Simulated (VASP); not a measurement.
# Ca2H5 (F222) in VASP: notebook, part 2 of 2

VASP 6.6.1. Earlier steps stand in the parts before.

## Step 3: Single point, PBE

This run uses another cell than the first one, of 13.32 Å³/atom.

The input, INCAR:

```
  PREC = Accurate
  ENCUT = 520
  EDIFF = 1E-7
  ISMEAR = 0
  SIGMA = 0.1
  LREAL = False
  LASPH = True
  NELM = 60
  ALGO = Normal
  ISIF = 2
  LWAVE = False
  LCHARG = False
  GGA = PE
  NBANDS = 22
```

The input, KPOINTS:

```
regular mesh
0
Gamma
  6 6 6
```

The input, POSCAR:

```
Ca2H5
1.0
    0.0000000000      3.3281103737      6.5492736157
    2.1382005831      0.0000000000      6.5492736157
    2.1382005831      3.3281103737      0.0000000000
Ca H
2 5
Direct
    0.7500000000      0.7500000000      0.7500000000
    0.0000000000      0.0000000000      0.0000000000
    0.5000000000      0.5000000000      0.5000000000
    0.8309386785      0.8309386785      0.1690613215
    0.1690613215      0.1690613215      0.8309386785
    0.3472384443      0.6527615557      0.3472384443
    0.6527615557      0.3472384443      0.6527615557
```

Potentials or basis: VASP PAW PBE potentials, release 64 (Ca_sv, H).

On the command line:

```bash
cat potpaw_PBE.64/Ca_sv/POTCAR potpaw_PBE.64/H/POTCAR > POTCAR
mpirun -np 1 vasp_std > vasp.out
```

Run time: 2.4 min. Hardware: 1 thread of Intel Xeon 6975P-C (Granite Rapids), shared host; peak memory 0.33 GiB.

The run converged. Its results:

```yaml
Free_energy: -21.7483 eV
Pressure: 0.0 GPa
Largest_force: 0.009 eV/Å
Band_gap_on_the_k_mesh: zero (an odd number of electrons rules out a gap without spin polarisation)
```

Forces on the atoms (eV/Å):
```
Ca   0.000  0.000  0.000
Ca   0.000  0.000  0.000
H    0.000  0.000  0.000
H    0.000  0.000 -0.003
H    0.000  0.000  0.003
H    0.000  0.009  0.000
H    0.000 -0.009  0.000
```

Levels at points of the mesh, in eV from the Fermi level:
```tsv
k point	band 10	band 11	band 12	band 13	band 14	band 15
(0.00, 0.00, 0.00)	-5.71	-3.75	-1.97	-0.17	0.83	1.55
(0.50, 0.00, 0.00)	-4.98	-4.09	-3.92	-0.42	1.21	1.61
(0.50, 0.50, 0.00)	-5.63	-4.07	-1.96	0.03	0.81	1.68
(0.50, 0.00, 0.50)	-4.84	-4.36	-3.40	0.21	0.63	1.91
(0.00, 0.50, 0.50)	-4.77	-3.96	-3.89	-0.70	1.03	2.19
```

## Step 4: Relaxation of cell and atoms, PBE

The input, INCAR:

```
SYSTEM = Ca2H5
  PREC = Accurate
  ENCUT = 600
  EDIFF = 1E-7
  ISMEAR = 0
  SIGMA = 0.1
  LREAL = .FALSE.
  LASPH = .TRUE.
  NELM = 100
  ALGO = Normal
  ISIF = 3
  LWAVE = .FALSE.
  LCHARG = .FALSE.
  GGA = PE
  IBRION = 2
  NSW = 90
  EDIFFG = -0.04
```

The input, KPOINTS:

```
regular mesh
0
G
  6 6 6
  0 0 0
```

The input, POSCAR:

```
Ca2H5
1.0
    0.0000000000      3.7055013400      3.8116105300
    2.5732837500      0.0000000000      3.8116105300
    2.5732837500      3.7055013400      0.0000000000
Ca H
2 5
Direct
    0.7500000000      0.7500000000      0.7500000000
    0.0000000000      0.0000000000      0.0000000000
    0.5000000000      0.5000000000      0.5000000000
    0.7261303500      0.7261303500      0.2738696500
    0.2738696500      0.2738696500      0.7261303500
    0.3602474100      0.6397525900      0.3602474100
    0.6397525900      0.3602474100      0.6397525900
```

On the command line:

```bash
cat potpaw_PBE.64/Ca_sv/POTCAR potpaw_PBE.64/H/POTCAR > POTCAR
mpirun -np 1 vasp_std > vasp.out
```

Wall time 14 min (1 thread of Intel Xeon 6975P-C (Granite Rapids), shared host); peak memory 0.28 GiB.

It converged, with:

| Property | Result |
| --- | --- |
| Free energy | -21.5577 eV |
| Relaxed volume | 12.98 Å³/atom |
| Relaxed cell | a = 7.196 Å, b = 6.725 Å, c = 3.961 Å, α = 80.13°, β = 67.02°, γ = 32.84° |
| Space group after relaxing (to 0.1 Å) | F222 (No. 22) |
| Energy gained by relaxing | 375.5 meV/atom |
| Ionic steps | 20 |
| Pressure after relaxing | 0.1 GPa |
| Largest force after relaxing | 0.029 eV/Å |
| Band gap on the k mesh | zero (an odd number of electrons rules out a gap without spin polarisation) |

Forces in eV/Å, atoms in the order of the input:
```
Ca   0.000  0.000  0.000
Ca   0.000  0.000  0.000
H    0.000  0.000  0.000
H    0.000  0.000 -0.008
H    0.000  0.000  0.008
H    0.000  0.029  0.000
H    0.000 -0.029  0.000
```

Stress tensor (GPa, compression positive):
```
 0.41  0.00  0.00
 0.00  0.35  0.00
 0.00  0.00 -0.38
```

Step by step:
| step | energy change (eV) | largest force (eV/Å) | pressure (GPa) | volume (Å³) |
| --- | --- | --- | --- | --- |
| 1 | 0.0000 | 0.7289 | 8.81 | 72.69 |
| 2 | -0.6649 | 0.7655 | 3.66 | 78.75 |
| 3 | -1.1109 | 0.7824 | -0.94 | 87.76 |
| 4 | -0.9551 | 0.7889 | -5.71 | 106.32 |
| 5 | -1.1983 | 0.7736 | -3.17 | 94.45 |
| 6 | -1.4105 | 0.6823 | -1.92 | 91.58 |
| 7 | -1.5903 | 0.6560 | 0.65 | 87.02 |
| 8 | -1.4474 | 1.7145 | 8.09 | 77.53 |
| 9 | -1.6286 | 0.7308 | 2.55 | 84.13 |
| 10 | -1.8289 | 0.7107 | 1.97 | 85.46 |
| 11 | -2.2238 | 0.2784 | 0.70 | 89.15 |
| 12 | -2.3257 | 0.3782 | 0.15 | 90.83 |
| 13 | -2.3460 | 0.8791 | -0.68 | 93.69 |
| 14 | -2.3660 | 0.6836 | -0.39 | 92.62 |
| 15 | -2.5204 | 0.4100 | -0.55 | 92.86 |
| 16 | -2.5598 | 0.4008 | -0.41 | 92.91 |
| 17 | -2.5602 | 0.4364 | -0.39 | 92.91 |
| 18 | -2.5962 | 0.2252 | -0.40 | 92.43 |
| 19 | -2.6230 | 0.1751 | -0.26 | 91.46 |
| 20 | -2.6285 | 0.0290 | 0.13 | 90.88 |

Final structure:
```
Ca H
1.0
     0.00000    3.33568    6.37644
     2.13647    0.00000    6.37644
     2.13647    3.33568    0.00000
Ca H
2 5
Cartesian
  3.2047 5.0035 9.5647
  0.0000 0.0000 0.0000
  2.1365 3.3357 6.3764
  2.1365 3.3357 10.5677
  2.1365 3.3357 2.1852
  2.1365 2.3138 6.3764
  2.1365 4.3575 6.3764
```

Levels at points of the mesh, in eV from the Fermi level:
| k point | band 10 | band 11 | band 12 | band 13 | band 14 | band 15 |
| --- | --- | --- | --- | --- | --- | --- |
| (0.00, 0.00, 0.00) | -5.72 | -3.65 | -1.99 | -0.20 | 0.83 | 1.57 |
| (0.50, 0.00, 0.00) | -5.01 | -4.11 | -3.89 | -0.41 | 1.30 | 1.72 |
| (0.50, 0.50, 0.00) | -5.63 | -4.01 | -1.97 | 0.01 | 0.84 | 1.72 |
| (0.50, 0.00, 0.50) | -4.88 | -4.38 | -3.31 | 0.27 | 0.66 | 2.00 |
| (0.00, 0.50, 0.50) | -4.80 | -3.96 | -3.84 | -0.71 | 1.07 | 2.23 |

Caveat: the volume moved by over 15 % at a fixed basis, so the end points are rough.

## Step 5: Single point, PBE

This run uses another cell than the first one, of 13.33 Å³/atom.

The input, INCAR:

```
SYSTEM = Ca2H5
ALGO = Normal ; EDIFF = 1E-6
ENCUT = 520 ; GGA = PE
ISIF = 2 ; ISMEAR = 0
LASPH = .TRUE. ; LCHARG = .FALSE.
LREAL = .FALSE. ; LWAVE = .FALSE.
NBANDS = 22 ; NELM = 80
PREC = Accurate ; SIGMA = 0.1
```

The input, KPOINTS:

```
k-points
0
G
  12 12 12
  0 0 0
```

The input, POSCAR:

```
Ca2H5
1.0
    0.0000000000      3.3172712030      6.5548051593
    2.1451171400      0.0000000000      6.5548051593
    2.1451171400      3.3172712030      0.0000000000
Ca H
2 5
Direct
    0.7500000000      0.7500000000      0.7500000000
    0.0000000000      0.0000000000      0.0000000000
    0.5000000000      0.5000000000      0.5000000000
    0.8312597399      0.8312597399      0.1687402601
    0.1687402601      0.1687402601      0.8312597399
    0.3472719651      0.6527280349      0.3472719651
    0.6527280349      0.3472719651      0.6527280349
```

On the command line:

```bash
cat potpaw_PBE.64/Ca_sv/POTCAR potpaw_PBE.64/H/POTCAR > POTCAR
mpirun -np 1 vasp_std > vasp.out
```

Wall time 7.5 min (1 thread of Intel Xeon 6975P-C (Granite Rapids), shared host); peak memory 0.64 GiB.

The run converged. Its results:

| Quantity | Value |
| --- | --- |
| Free energy | -21.7441 eV |
| Pressure | 0.0 GPa |
| Largest force | 0.005 eV/Å |
| Band gap on the k mesh | zero (an odd number of electrons rules out a gap without spin polarisation) |

Forces in eV/Å, atoms in the order of the input:
```
Ca   0.000  0.000  0.000
Ca   0.000  0.000  0.000
H    0.000  0.000  0.000
H    0.000  0.000 -0.001
H    0.000  0.000  0.001
H    0.000  0.005  0.000
H    0.000 -0.005  0.000
```

Levels at points of the mesh, in eV from the Fermi level:
| k point | band 10 | band 11 | band 12 | band 13 | band 14 | band 15 |
| --- | --- | --- | --- | --- | --- | --- |
| (0.00, 0.00, 0.00) | -5.71 | -3.77 | -2.01 | -0.16 | 0.81 | 1.49 |
| (0.50, 0.00, 0.00) | -5.01 | -4.11 | -3.94 | -0.44 | 1.19 | 1.60 |
| (0.50, 0.50, 0.00) | -5.63 | -4.09 | -2.00 | 0.03 | 0.79 | 1.64 |
| (0.50, 0.00, 0.50) | -4.86 | -4.36 | -3.41 | 0.21 | 0.62 | 1.88 |
| (0.00, 0.50, 0.50) | -4.80 | -3.96 | -3.91 | -0.70 | 1.01 | 2.16 |

## Step 6: Summary

```csv
task,cell,k mesh,cutoff (eV),gap on the mesh (eV),pressure (GPa),largest force (eV/Å)
single point,"a = 5.316, b = 4.599, c = 4.511 Å, angles 71.4, 55.1, 53.5°, 7 atoms, atomic positions A",6 × 6 × 6,520,none,8.7,0.73
single point,"a = 7.346, b = 6.889, c = 3.956 Å, angles 80.3, 67.6, 32.1°, 7 atoms, atomic positions B",6 × 6 × 6,520,none,0.0,0.01
relaxation of cell and atoms,"relaxed from a = 5.316, b = 4.599, c = 4.511 Å, angles 71.4, 55.1, 53.5°, 7 atoms, atomic positions A",6 × 6 × 6,600,none,0.1,0.03
single point,"a = 7.346, b = 6.897, c = 3.950 Å, angles 80.3, 67.7, 32.0°, 7 atoms, atomic positions C",12 × 12 × 12,520,none,0.0,0.01
```

Alike in all rows: level PBE; potentials or basis VASP PAW PBE potentials, release 64 (Ca_sv, H); no spin polarisation; smearing gaussian 0.1 eV.

Caveats: the stress differs along the axes, from -3 to 22 GPa (at least some runs); the volume moved by over 15 % at a fixed basis, so the end points are rough (at least some runs).

Absolute energies hang on the potentials; compare differences alone.
